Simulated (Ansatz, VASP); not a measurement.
Two plane-wave programs on TaSi5B2

```
CELL_PARAMETERS angstrom
4.13861 0.00000 0.00000
-2.06930 3.58414 0.00000
0.00000 0.00000 9.61277
ATOMIC_POSITIONS crystal
Ta 0.00000 0.00000 0.00000
Si 0.00000 0.00000 0.74316
Si 0.00000 0.00000 0.25684
Si 0.33333 0.66667 0.50000
Si 0.66667 0.33333 0.50000
Si 0.00000 0.00000 0.50000
B 0.33333 0.66667 0.00000
B 0.66667 0.33333 0.00000
```

Alike in both runs: functional PBE; k mesh 5 × 5 × 2; occupations gaussian, width 0.2 eV; no spin polarisation.

Ansatz relaxed the structure, and its values are those at the end. VASP's run is a single point on that final structure, the one shown.

```csv
,VASP,Ansatz
version,VASP 6.6.1,Ansatz 0.2.0
potentials or method,"VASP PAW PBE potentials, release 64 (Ta_pv, Si, B), cutoff 500 eV","scalar-relativistic, plane waves, PAW"
valence electrons in the cell,37,39
```

```csv
,VASP,Ansatz,Ansatz less VASP
gap on the k mesh at the Fermi level (eV),none,none,-
pressure (GPa),0.3,0.3,+0.03
rms of the force components (eV/Å),0.002,0.006,+0.0046
```

A gap of «none» marks a metal or a gap that the smearing closes. The functional is the same, so the differences come from potentials, cutoffs and numerics. VASP's potentials hold 37 valence electrons a cell and Ansatz's 39, so a difference there can come from the potentials and not from the codes.

Neither program's run includes spin-orbit coupling.
